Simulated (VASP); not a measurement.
Input of a VASP 6.6.1 run:

File INCAR:

```
SYSTEM = GaAs
PREC = Accurate
ENCUT = 520
EDIFF = 1E-6
ISMEAR = -1
SIGMA = 0.05
LREAL = .False.
LASPH = .True.
NELM = 60
ALGO = Normal
ISIF = 2
LWAVE = .False.
LCHARG = .True.
GGA = RP
LELF = .True.
LVHAR = .True.
NBANDS = 16
```

Contents of KPOINTS:

```
Automatic mesh
0
Gamma
  8 8 8
  0 0 0
```

The input POSCAR:

```
GaAs
1.0
    0.0000000000      2.9021100168      2.9021100168
    2.9021100168      0.0000000000      2.9021100168
    2.9021100168      2.9021100168      0.0000000000
As Ga
1 1
Direct
    0.7500000000      0.7500000000      0.7500000000
    0.0000000000      0.0000000000      0.0000000000
```

Potentials or basis: VASP PAW PBE potentials, release 64 (As, Ga_d).

Launch:

```console
$ cat potpaw_PBE.64/As/POTCAR potpaw_PBE.64/Ga_d/POTCAR > POTCAR
$ mpirun -np 1 vasp_std > vasp.out
```

**Question.** Estimate the pressure.

**Answer.** 0.2 GPa.

Caveat: the PAW data sets were made with another functional, which shifts forces and pressure a little.
